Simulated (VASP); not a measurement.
Here is a VASP 6.6.1 calculation.

Contents of INCAR:

```
PREC = Accurate
ENCUT = 520
EDIFF = 1E-6
ISMEAR = 0
SIGMA = 0.1
LREAL = False
LASPH = True
NELM = 100
ALGO = Fast
ISIF = 2
LWAVE = False
LCHARG = True
GGA = PS
LELF = True
LVHAR = True
NBANDS = 10
```

KPOINTS

```
regular mesh
0
Gamma
  18 18 18
```

File POSCAR:

```
Ir
1.0
    0.0000000000      1.9151300254      1.9151300254
    1.9151300254      0.0000000000      1.9151300254
    1.9151300254      1.9151300254      0.0000000000
Ir
1
Direct
    0.0000000000      0.0000000000      0.0000000000
```

Potentials or basis: VASP PAW PBE potentials, release 64 (Ir).

Command:

```console
$ cat potpaw_PBE.64/Ir/POTCAR > POTCAR
$ mpirun -np 1 vasp_std > vasp.out
```

(1) What does it give for the pressure?

Answers

(1) 0.9 GPa.

Caveat: the PAW data sets were made with another functional, which shifts forces and pressure a little.
